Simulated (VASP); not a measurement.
Runs of VASP 6.6.1 on PbS. The structure is that of space group Fm-3m (No. 225), or close to it. The cells are those of the table. 

```csv
level,potentials or basis,cell,k mesh,smearing,gap on the mesh (eV),pressure (GPa)
r2SCAN+rVV10,"VASP PAW PBE potentials, release 64 (Pb_d, S)","a = 4.199, b = 4.199, c = 5.955 Å, 4 atoms",6 × 6 × 4,fermi-dirac 0.02 eV,0.59,0.1
PBE,"VASP PAW PBE potentials, release 64 (Pb_d, S)","a = 4.199, b = 4.199, c = 5.955 Å, 4 atoms",6 × 6 × 4,fermi-dirac 0.02 eV,0.38,(c)
PBE+D4,"VASP PAW PBE potentials, release 64 (Pb_d, S)","a = 4.194, b = 4.194, c = 5.951 Å, 4 atoms",6 × 6 × 4,fermi-dirac 0.02 eV,0.37,-0.1
r2SCAN,"VASP PAW PBE potentials, release 64 (Pb_d, S)","a = 4.199, b = 4.199, c = 5.955 Å, 4 atoms",6 × 6 × 4,gaussian 0.01 eV,0.64,1.0
PBE,"VASP PAW PBE potentials, release 64 (Pb_d, S)","a = 4.199, b = 4.199, c = 5.955 Å, 4 atoms",4 × 4 × 2,gaussian 0.01 eV,(b),2.9
LDA,"VASP PAW LDA potentials, release 64 (Pb_d, S)","a = 4.199, b = 4.199, c = 5.955 Å, 4 atoms",6 × 6 × 4,gaussian 0.01 eV,(a),-2.8
```

Alike in all rows: task single point; no spin polarisation; cutoff (eV) 520.

Problem. Estimate the missing entries.

Solution. (a) 0.22; (b) 0.36; (c) 1.8.

Caveats: some runs use coarse meshes; spin-orbit coupling is left out, which moves the levels of the heavy elements; the PAW data sets were made with another functional, which shifts forces and pressure a little (at least some runs).

A k mesh can miss the band edges, and the runs leave out spin-orbit coupling on Pb.
